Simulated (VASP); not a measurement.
Runs of VASP 6.6.1 on CaC. The structure is that of space group Pm-3m (No. 221), or close to it. The cells are those of the table. 

```tsv
task	cell	k mesh	cutoff (eV)	gap on the mesh (eV)	pressure (GPa)	relaxed volume (Å³/atom)
relaxation of cell and atoms	relaxed from a = 3.296, b = 3.296, c = 3.084 Å, 2 atoms	6 × 6 × 6	600	none	0.0	(a)
single point	a = 3.120 Å, 2 atoms	18 × 18 × 18	520	none	0.4	-
single point	a = 3.296, b = 3.296, c = 3.084 Å, 2 atoms	6 × 6 × 6	520	none	(b)	-
relaxation of cell and atoms	relaxed from a = 3.174, b = 3.174, c = 2.998 Å, 2 atoms	18 × 18 × 18	600	none	0.0	15.25
single point	a = 3.174, b = 3.174, c = 2.998 Å, 2 atoms	6 × 6 × 6	520	none	0.2	-
```

Alike in all rows: level PBE; potentials or basis VASP PAW PBE potentials, release 64 (Ca_sv, C); no spin polarisation; smearing gaussian 0.1 eV.

Problem. Estimate the missing entries.

Solution. (a) 15.14; (b) -6.3.

A gap of «none» marks levels without a gap at the run's occupations.
